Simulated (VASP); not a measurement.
# CaGeHAu (P4/nmm) in VASP: density of states with PBE

Aim: the density of states of CaGeHAu with PBE.

Program: VASP 6.6.1. These are calculated values, not measurements. Logs are shortened: lines on timing, memory, paths and dates and some standing lists are left out, and cuts for length are marked.

## Step 1: The cell of the first run

It takes space group P4/nmm (No. 129, tetragonal). Conventional cell: a = 4.140 Å, b = 4.140 Å, c = 8.029 Å, α = 90.00°, β = 90.00°, γ = 90.00°. Within 3.2 Å of Ca (site symmetry 4mm) lie 4 H at 2.40 Å. Within 3.2 Å of Au (site symmetry -4m2) lie 4 Ge at 2.44 Å and 4 Au at 2.93 Å. Within 3.2 Å of Ge (site symmetry 4mm) lie 4 Au at 2.44 Å. Within 3.2 Å of H (site symmetry -4m2) lie 4 Ca at 2.40 Å and 4 H at 2.93 Å.

## Step 2: Density of states, PBE

Input file POSCAR:

```
CaGeHAu
1.0
    4.1400350000      0.0000000000      0.0000000000
    0.0000000000      4.1400350000      0.0000000000
    0.0000000000      0.0000000000      8.0292460000
Ca Au Ge H
2 2 2 2
Direct
    0.2500000000      0.2500000000      0.1507000000
    0.7500000000      0.7500000000      0.8493000000
    0.7500000000      0.2500000000      0.5000000000
    0.2500000000      0.7500000000      0.5000000000
    0.2500000000      0.2500000000      0.6605000000
    0.7500000000      0.7500000000      0.3395000000
    0.7500000000      0.2500000000      0.0000000000
    0.2500000000      0.7500000000      0.0000000000
```

Input file INCAR.step1:

```
SYSTEM = CaGeHAu
PREC = Accurate
ENCUT = 520
EDIFF = 1E-6
ISMEAR = 1
SIGMA = 0.0608
LREAL = .FALSE.
LASPH = .TRUE.
NELM = 60
ALGO = Normal
ISIF = 2
LWAVE = .FALSE.
LCHARG = .TRUE.
LMAXMIX = 4
GGA = PE
NBANDS = 46
```

Input file KPOINTS.step1:

```
Automatic mesh
0
G
  6 6 3
  0 0 0
```

Input file INCAR.step2:

```
SYSTEM = CaGeHAu
PREC = Accurate
ENCUT = 520
EDIFF = 1E-6
ISMEAR = -5
SIGMA = 0.0608
LREAL = .FALSE.
LASPH = .TRUE.
NELM = 60
ALGO = Normal
ISIF = 2
LWAVE = .FALSE.
LCHARG = .FALSE.
LMAXMIX = 4
GGA = PE
LORBIT = 11
NBANDS = 46
NEDOS = 2001
ICHARG = 11
```

Input file KPOINTS.step2:

```
Automatic mesh
0
G
  9 9 5
  0 0 0
```

Potentials or basis: VASP PAW PBE potentials, release 64 (Ca_sv, Au, Ge_d, H).

Run with:

```bash
$ cat potpaw_PBE.64/Ca_sv/POTCAR potpaw_PBE.64/Au/POTCAR potpaw_PBE.64/Ge_d/POTCAR potpaw_PBE.64/H/POTCAR > POTCAR
$ cp INCAR.step1 INCAR
$ cp KPOINTS.step1 KPOINTS
$ mpirun -np 1 vasp_std > vasp.out
$ cp INCAR.step2 INCAR
$ cp KPOINTS.step2 KPOINTS
$ mpirun -np 1 vasp_std > vasp.out
```

OUTCAR:

```text
SYSTEM = CaGeHAu
   PREC = Accurate
   ENCUT = 520
   EDIFF = 1E-6
   ISMEAR = -5
   LREAL = .FALSE.
   LASPH = .TRUE.
   NELM = 60
   ISIF = 2
   GGA = PE
   LORBIT = 11
   ICHARG = 11

 ion  position               nearest neighbor table
   1  0.250  0.250  0.151-
   2  0.750  0.750  0.849-
   3  0.750  0.250  0.500-   5 2.44   6 2.44   6 2.44   5 2.44   4 2.93   4 2.93   4 2.93   4 2.93

   4  0.250  0.750  0.500-   5 2.44   6 2.44   5 2.44   6 2.44   3 2.93   3 2.93   3 2.93   3 2.93

   5  0.250  0.250  0.660-   3 2.44   4 2.44   4 2.44   3 2.44
   6  0.750  0.750  0.340-   3 2.44   4 2.44   3 2.44   4 2.44
   7  0.750  0.250  0.000-
   8  0.250  0.750  0.000-

  LATTYP: Found a simple tetragonal cell.
 ALAT       =     4.1400350000
 C/A-ratio  =     1.9394150049

  Lattice vectors:

 A1 = (   4.1400350000,   0.0000000000,   0.0000000000)
 A2 = (   0.0000000000,   4.1400350000,   0.0000000000)
 A3 = (   0.0000000000,   0.0000000000,   8.0292460000)

Analysis of symmetry for initial positions (statically):
=====================================================================
 Subroutine PRICEL returns:
 Original cell was already a primitive cell.

 Routine SETGRP: Setting up the symmetry group for a
 simple tetragonal supercell.

 Subroutine GETGRP returns: Found 16 space group operations
 (whereof  4 operations were pure point group operations)
 out of a pool of 16 trial point group operations.

The static configuration has the point symmetry C_2h.
 The point group associated with its full space group is D_4h.

Analysis of symmetry for dynamics (positions and initial velocities):
=====================================================================
 Subroutine PRICEL returns:
 Original cell was already a primitive cell.

 Routine SETGRP: Setting up the symmetry group for a
 simple tetragonal supercell.

 Subroutine GETGRP returns: Found 16 space group operations
 (whereof  4 operations were pure point group operations)
 out of a pool of 16 trial point group operations.

The dynamic configuration has the point symmetry C_2h.
 The point group associated with its full space group is D_4h.

 Subroutine INISYM returns: Found 16 space group operations
 (whereof  4 operations are pure point group operations),
 and found     1 'primitive' translations

----------------------------------------------------------------------------------------

                                     Primitive cell

  volume of cell :     137.6204

  direct lattice vectors                    reciprocal lattice vectors
     4.140035000  0.000000000  0.000000000     0.241543852  0.000000000  0.000000000
     0.000000000  4.140035000  0.000000000     0.000000000  0.241543852  0.000000000
     0.000000000  0.000000000  8.029246000     0.000000000  0.000000000  0.124544696

  length of vectors
     4.140035000  4.140035000  8.029246000     0.241543852  0.241543852  0.124544696

  position of ions in fractional coordinates (direct lattice)
     0.250000000  0.250000000  0.150700000
     0.750000000  0.750000000  0.849300000
     0.750000000  0.250000000  0.500000000
     0.250000000  0.750000000  0.500000000
     0.250000000  0.250000000  0.660500000
     0.750000000  0.750000000  0.339500000
     0.750000000  0.250000000  0.000000000
     0.250000000  0.750000000  0.000000000

  ion indices of the primitive-cell ions
   primitive index   ion index
                 1           1
                 2           2
                 3           3
                 4           4
                 5           5
                 6           6
                 7           7
                 8           8

----------------------------------------------------------------------------------------

 KPOINTS: Automatic mesh

Automatic generation of k-mesh.
 Grid dimensions read from file:
 generate k-points for:    9    9    5

 Generating k-lattice:

  Cartesian coordinates                     Fractional coordinates (reciprocal lattice)
     0.026838206  0.000000000  0.000000000     0.111111111  0.000000000  0.000000000
     0.000000000  0.026838206  0.000000000     0.000000000  0.111111111  0.000000000
     0.000000000  0.000000000  0.024908939     0.000000000  0.000000000  0.200000000

  Length of vectors
     0.026838206  0.026838206  0.024908939

  Shift w.r.t. Gamma in fractional coordinates (k-lattice)
     0.000000000  0.000000000  0.000000000

 TETIRR: Found    593 inequivalent tetrahedra from     2430

 Subroutine IBZKPT returns following result:
 ===========================================

 Found     45 irreducible k-points:

 Following reciprocal coordinates:
            Coordinates               Weight
  0.000000  0.000000  0.000000      1.000000
  0.111111  0.000000  0.000000      4.000000
  0.222222  0.000000  0.000000      4.000000
  0.333333  0.000000  0.000000      4.000000
  0.444444  0.000000  0.000000      4.000000
  0.111111  0.111111  0.000000      4.000000
[... 16 lines left out ...]
  0.333333  0.111111  0.200000     16.000000
  0.444444  0.111111  0.200000     16.000000
 [... further k-points ...]
   k-points           NKPTS =     45   k-points in BZ     NKDIM =     45   number of bands    NBANDS=     46
   number of dos      NEDOS =   2001   number of ions     NIONS =      8
   total plane-waves  NPLWV =  61440
   dimension x,y,z NGX =    32 NGY =   32 NGZ =   60
   dimension x,y,z NGXF=    64 NGYF=   64 NGZF=  120
   ions per type =               2   2   2   2
   NGX,Y,Z   is equivalent  to a cutoff of  12.85, 12.85, 12.42 a.u.
   NGXF,Y,Z  is equivalent  to a cutoff of  25.70, 25.70, 24.85 a.u.
 SYSTEM =  CaGeHAu
   PREC   = accura    normal or accurate (medium, high low for compatibility)
   ISTART =      0    job   : 0-new  1-cont  2-samecut
   ICHARG =     11    charge: 1-file 2-atom 10-const
   ISPIN  =      1    spin polarized calculation?
   LNONCOLLINEAR =      F non collinear calculations
   LSORBIT =      F    spin-orbit coupling
   LASPH  =      T    aspherical Exc in radial PAW
   ENCUT  =  520.0 eV  38.22 Ry    6.18 a.u.   7.70  7.70 14.93*2*pi/ulx,y,z
   NELM   =     60;   NELMIN=  2; NELMDL=  0     # of ELM steps
   EDIFF  = 0.1E-05   stopping-criterion for ELM
   LREAL  =      F    real-space projection
   EDIFFG = 0.1E-04   stopping-criterion for IOM
   NSW    =      0    number of steps for IOM
   IBRION =     -1    ionic relax: 0-MD 1-quasi-New 2-CG
   NFREE  =      0    steps in history (QN), initial steepest desc. (CG)
   ISIF   =      2    stress and relaxation
   ISYM   =      2    0-nonsym 1-usesym 2-fastsym
   POTIM  = 0.5000    time-step for ionic-motion
   TEBEG  =    0.0;   TEEND  =   0.0 temperature during run
   PSTRESS=    0.0 pullay stress
   NELECT =      72.0000    total number of electrons
   NUPDOWN=      -1.0000    fix difference up-down
   EMIN   =  10.00;   EMAX   =-10.00  energy-range for DOS
   EFERMI =   0.00;   METHOD = LEGACY
   ISMEAR =    -5;   SIGMA  =   0.06  broadening in eV -4-tet -1-fermi 0-gaus
   EFERMI_NEDOS =   21; number of points for ismear=-14 and -15
   IALGO  =     38    algorithm
   IMIX   =      4    mixing-type and parameters
     AMIX     =   0.40;   BMIX     =  1.00
     AMIX_MAG =   1.60;   BMIX_MAG =  1.00
  volume/ion in A,a.u.               =      17.20       116.09
  Fermi-wavevector in a.u.,A,eV,Ry     =   1.319142  2.492816 23.675966  1.740134
  Thomas-Fermi vector in A             =   2.449061
   LORBIT       =     11    0 simple, 1 ext, 2 COOP (PROOUT), +10 PAW based schemes
   GGA     = PE    functional components
   LHFCALC =     F    Hartree Fock is set to
   AEXX    =    0.0000 exact exchange contribution
   IVDW    =     0    specifies the selected vdW correction
   LEPSILON=     F    determine dielectric tensor
   LRPA    =     F    only Hartree local field effects (RPA)
 non-spin polarized calculation
 Fermi weights with tetrahedron method with Bloechl corrections
  energy-cutoff  :      520.00
  volume of cell :      137.62
 maximum number of plane-waves:      3725
 NGX is ok and might be reduce to    32

 number of electron      72.0000027 magnetization

 Free energy of the ion-electron system (eV)
  ---------------------------------------------------
  ext. energy  EPLUGINS =         0.00000000
  ---------------------------------------------------
  free energy    TOTEN  =       -28.31887475 eV

  energy without entropy =      -28.31887475  energy(sigma->0) =      -28.31887475

 E-fermi :   5.9090     XC(G=0): -10.3984

 val. band max:        6.0108497575   @ k =   0.3333   0.0000   0.0000
 cond. band min:       5.8790588423   @ k =   0.3333   0.2222   0.0000
 fundamental gap:     -0.1317909152
 Fermi energy:         5.9090303465

 k-point     1 :       0.0000    0.0000    0.0000
  band No.  band energies     occupation
      1     -35.2827      2.00000
      2     -35.2681      2.00000
      3     -18.9683      2.00000
      4     -18.9683      2.00000
      5     -18.9669      2.00000
      6     -18.9669      2.00000
[... 38 lines left out ...]
     45       9.5703      0.00000
     46      10.1733      0.00000

 k-point     2 :       0.1111    0.0000    0.0000
  band No.  band energies     occupation
      1     -35.2819      2.00000
      2     -35.2683      2.00000
      3     -18.9692      2.00000
      4     -18.9683      2.00000
      5     -18.9679      2.00000
      6     -18.9670      2.00000
[... 38 lines left out ...]
     45       9.8326      0.00000
     46      10.1757      0.00000

 k-point     3 :       0.2222    0.0000    0.0000
  band No.  band energies     occupation
      1     -35.2800      2.00000
      2     -35.2688      2.00000
      3     -18.9713      2.00000
      4     -18.9702      2.00000
      5     -18.9682      2.00000
      6     -18.9672      2.00000
[... 38 lines left out ...]
     45       9.8063      0.00000
     46       9.9961      0.00000

 k-point     4 :       0.3333    0.0000    0.0000
  band No.  band energies     occupation
      1     -35.2772      2.00000
      2     -35.2699      2.00000
      3     -18.9734      2.00000
      4     -18.9728      2.00000
      5     -18.9682      2.00000
      6     -18.9675      2.00000
[... 920 lines left out ...]
     45       9.8854      0.00000
     46      10.1894      0.00000

 k-point    23 :       0.3333    0.1111    0.2000
  band No.  band energies     occupation
      1     -35.2767      2.00000
      2     -35.2699      2.00000
      3     -18.9738      2.00000
      4     -18.9733      2.00000
      5     -18.9688      2.00000
      6     -18.9682      2.00000
[... 38 lines left out ...]
     45      10.0186      0.00000
     46      10.1523      0.00000

 k-point    24 :       0.4444    0.1111    0.2000
  band No.  band energies     occupation
      1     -35.2739      2.00000
      2     -35.2716      2.00000
      3     -18.9751      2.00000
      4     -18.9749      2.00000
      5     -18.9687      2.00000
      6     -18.9685      2.00000
[... 38 lines left out ...]
     45      10.1293      0.00000
     46      10.4248      0.00000

 [... further k-points ...]

------------------------ aborting loop because EDIFF is reached ----------------------------------------

  FORCE on cell =-STRESS in cart. coord.  units (eV):
  Direction    XX          YY          ZZ          XY          YZ          ZX
  --------------------------------------------------------------------------------------
  -------------------------------------------------------------------------------------
  Total       13.2561898     13.2561898      6.5336883      0.0000000      0.0000000      0.0000000
  in kB      154.3286320    154.3286320     76.0652336      0.0000000      0.0000000      0.0000000
  external PRESSURE =     128.2408326 kB  Pullay stress =       0.0000000 kB

 VOLUME and BASIS-vectors are now :
 -----------------------------------------------------------------------------
  energy-cutoff  :      520.00
  volume of cell :      137.62
      direct lattice vectors                 reciprocal lattice vectors
     4.140035000  0.000000000  0.000000000     0.241543852  0.000000000  0.000000000
     0.000000000  4.140035000  0.000000000     0.000000000  0.241543852  0.000000000
     0.000000000  0.000000000  8.029246000     0.000000000  0.000000000  0.124544696

 POSITION                                       TOTAL-FORCE (eV/Angst)
 -----------------------------------------------------------------------------------
      1.03501      1.03501      1.21001        -0.000000      0.000000     -0.209497
      3.10503      3.10503      6.81924         0.000000      0.000000      0.209497
      3.10503      1.03501      4.01462        -0.000000     -0.000000      0.000000
      1.03501      3.10503      4.01462        -0.000000     -0.000000      0.000000
      1.03501      1.03501      5.30332        -0.000000     -0.000000      3.176677
      3.10503      3.10503      2.72593         0.000000      0.000000     -3.176677
      3.10503      1.03501      0.00000        -0.000000     -0.000000      0.000000
      1.03501      3.10503      0.00000        -0.000000     -0.000000     -0.000000
 -----------------------------------------------------------------------------------
    total drift:                               -0.000000     -0.000000     -0.000000

  FREE ENERGIE OF THE ION-ELECTRON SYSTEM (eV)
  ---------------------------------------------------
  free  energy   TOTEN  =       -28.3188747468 eV

  energy  without entropy=      -28.3188747468  energy(sigma->0) =      -28.31887475

 total charge

# of ion       s       p       d       tot
------------------------------------------
    1        2.024   5.843   0.244   8.111
    2        2.024   5.843   0.244   8.111
    3        0.706   0.574   8.716   9.996
    4        0.706   0.574   8.716   9.996
    5        1.166   1.243  10.077  12.486
    6        1.166   1.243  10.077  12.486
    7        0.522   0.002   0.000   0.524
    8        0.522   0.002   0.000   0.524
--------------------------------------------------
tot          8.838  15.323  38.073  62.234
```

Wall time 7.8 min (1 thread of Oxide Virtual Turin-like, shared host); peak memory 0.37 GiB.

Results:

```yaml
Valence_electrons_inside_the_program's_atomic_spheres: Ca 8.11; Au 10.00; Ge 12.49; H 0.52
```

Caveat: spin-orbit coupling is left out, which moves the levels of the heavy elements; tetrahedron occupations give inexact forces and stress in metals.
